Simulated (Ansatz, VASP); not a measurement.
**Two plane-wave programs on LaB6**

File POSCAR:

```
LaB6
1.0
    4.1522010400      0.0000000000      0.0000000000
    0.0000000000      4.1522010400      0.0000000000
    0.0000000000      0.0000000000      4.1522010400
La B
1 6
Direct
    0.0000000000      0.0000000000      0.0000000000
    0.2000299800      0.5000000000      0.5000000000
    0.5000000000      0.2000299800      0.5000000000
    0.7999700200      0.5000000000      0.5000000000
    0.5000000000      0.7999700200      0.5000000000
    0.5000000000      0.5000000000      0.2000299800
    0.5000000000      0.5000000000      0.7999700200
```

Contents of INCAR.step1:

```
SYSTEM = LaB6
PREC     = Accurate       ! precision mode
ENCUT    = 520            ! plane-wave cutoff, eV
ISMEAR   = -1             ! smearing method
SIGMA    = 0.1            ! smearing width, eV
LREAL    = .FALSE.        ! projectors in reciprocal space
LASPH    = .TRUE.         ! aspherical terms in the spheres
NELM     = 80             ! most SCF steps
NBANDS   = 24             ! bands
GGA      = PE             ! functional
ALGO     = Normal         ! electronic algorithm
EDIFF    = 1E-4           ! SCF threshold, eV
LWAVE    = .TRUE.         ! write WAVECAR
LCHARG   = .FALSE.        ! write CHGCAR
```

Contents of INCAR.step2:

```
SYSTEM = LaB6
PREC     = Accurate       ! precision mode
ENCUT    = 520            ! plane-wave cutoff, eV
EDIFF    = 1E-6           ! SCF threshold, eV
ISMEAR   = -1             ! smearing method
SIGMA    = 0.1            ! smearing width, eV
LREAL    = .FALSE.        ! projectors in reciprocal space
LASPH    = .TRUE.         ! aspherical terms in the spheres
NELM     = 80             ! most SCF steps
ALGO     = Normal         ! electronic algorithm
ISIF     = 2              ! what is computed and relaxed
LWAVE    = .FALSE.        ! write WAVECAR
LCHARG   = .TRUE.         ! write CHGCAR
METAGGA  = R2SCAN         ! meta-GGA
LMIXTAU  = .TRUE.       
LELF     = .TRUE.         ! ELF
LVHAR    = .TRUE.       
NBANDS   = 24             ! bands
ISTART   = 1
```

File KPOINTS:

```
Automatic mesh
0
G
  8 8 8
  0 0 0
```

Input for Ansatz:

```yaml
crystal:
  lattice:
    - [4.15220104, 0.0, 0.0]
    - [0.0, 4.15220104, 0.0]
    - [0.0, 0.0, 4.15220104]
  atoms:
    - { symbol: La, position: [0.0, 0.0, 0.0] }
    - { symbol: B, position: [0.20002998, 0.5, 0.5] }
    - { symbol: B, position: [0.5, 0.20002998, 0.5] }
    - { symbol: B, position: [0.79997002, 0.5, 0.5] }
    - { symbol: B, position: [0.5, 0.79997002, 0.5] }
    - { symbol: B, position: [0.5, 0.5, 0.20002998] }
    - { symbol: B, position: [0.5, 0.5, 0.79997002] }
  symmetry: { tolerance: 0.0003 }
hamiltonian:
  xc: r2scan
  pseudopotentials: { kind: paw, azcp: { folder: soft_1 } }
basis:
  ecutwfc: 500
magnetization:
  spin_polarized: false
scf:
  occupations: { method: fermi_dirac, width: 0.1 }
kpoints:
  mp_grid: { grid: [8, 8, 8], shift: [0, 0, 0] }
  band_path:
    path:
      - [0.0, 0.0, 0.0]
      - [0.0, 0.5, 0.0]
      - [0.5, 0.5, 0.0]
      - [0.0, 0.0, 0.0]
      - [0.5, 0.5, 0.5]
      - [0.0, 0.5, 0.0]
      - [0.5, 0.5, 0.5]
      - [0.5, 0.5, 0.0]
    npoints: 15
output:
  forces: true
  stress: true
  eigenvalues: true
  bader: true
  populations: true
  elf: true
  write_potential: true
  write_density: true
  volumetric_format: npy
  dos:
    e_range: [-12, 8]
    de: 0.05
    projected: { site_lists: { B: [B], La: [La] } }
```

Alike in both runs: task single point; functional r2SCAN; k mesh 8 × 8 × 8; occupations fermi-dirac, width 0.1 eV; no spin polarisation.

```csv
,VASP,Ansatz
version,VASP 6.6.1,Ansatz 0.2.0
potentials or method,"VASP PAW PBE potentials, release 64 (La, B), cutoff 520 eV",PAW plane waves
valence electrons in the cell,29,29
```

|  | VASP | Ansatz | Ansatz less VASP |
| --- | --- | --- | --- |
| pressure (GPa) | 0.0 | 0.0 | -0.03 |
| rms of the force components (eV/Å) | 0.011 | 0.000 | -0.0110 |

VASP's potentials were made for PBE, not for r2SCAN. Atom by atom the forces differ by 0.011 eV/Å (rms over components). With one functional, cell and mesh, what is left measures potentials, basis and numerics.

Neither program's run includes spin-orbit coupling.
